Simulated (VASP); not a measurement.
Write the native input for VASP 6.6.1 that does the following.

* Task: single point
* Functional: LDA
* Potentials or basis: VASP PAW LDA potentials, release 64 (Al, Cu)
* Cutoff: 520 eV
* k mesh: 12 × 12 × 8
* Occupations: gaussian, width 0.15 eV
* Spin: no spin polarisation
* Dipole correction: no
* Further INCAR settings: ALGO = Fast; EDIFF = 1e-07; NBANDS = 24

The structure of Al3Cu2 lies in POSCAR:

```
Al3Cu2
1.0
    4.0084666631      0.0000000000      0.0000000000
   -2.0042333315      3.4714339605      0.0000000000
    0.0000000000      0.0000000000      5.0464530283
Al Cu
3 2
Direct
    0.0000000000      0.0000000000      0.0000000000
    0.3578061801      0.6666666667      0.3508928116
    0.6421938199      0.3333333333      0.6491071884
    0.2926993220      0.6666666667      0.8415870660
    0.7073006780      0.3333333333      0.1584129340
```

This cell differs from its parent crystal: atoms displaced along a vibrational mode, the cell strained.

One way to write it, as run:

INCAR

```
ALGO = Fast ; EDIFF = 1E-7
ENCUT = 520 ; ISIF = 2
ISMEAR = 0 ; LASPH = T
LCHARG = T ; LELF = T
LREAL = F ; LVHAR = T
LWAVE = F ; NBANDS = 24
NELM = 100 ; PREC = Accurate
SIGMA = 0.15
```

KPOINTS

```
k-points
0
Gamma
  12 12 8
```

Potentials or basis: VASP PAW LDA potentials, release 64 (Al, Cu).

Command:

```bash
$ cat potpaw_LDA.64/Al/POTCAR potpaw_LDA.64/Cu/POTCAR > POTCAR
$ mpirun -np 1 vasp_std > vasp.out
```

It gave:

- Pressure: 1.9 GPa
- Largest force: 0.859 eV/Å
- Band gap on the k mesh: zero (an odd number of electrons rules out a gap without spin polarisation)

Caveat: the cell differs from its parent crystal (atoms displaced along a vibrational mode, the cell strained).

Run time: 11 min on 1 thread of AMD EPYC 9R45 (Zen 5), on a shared host, peak memory 0.78 GiB.
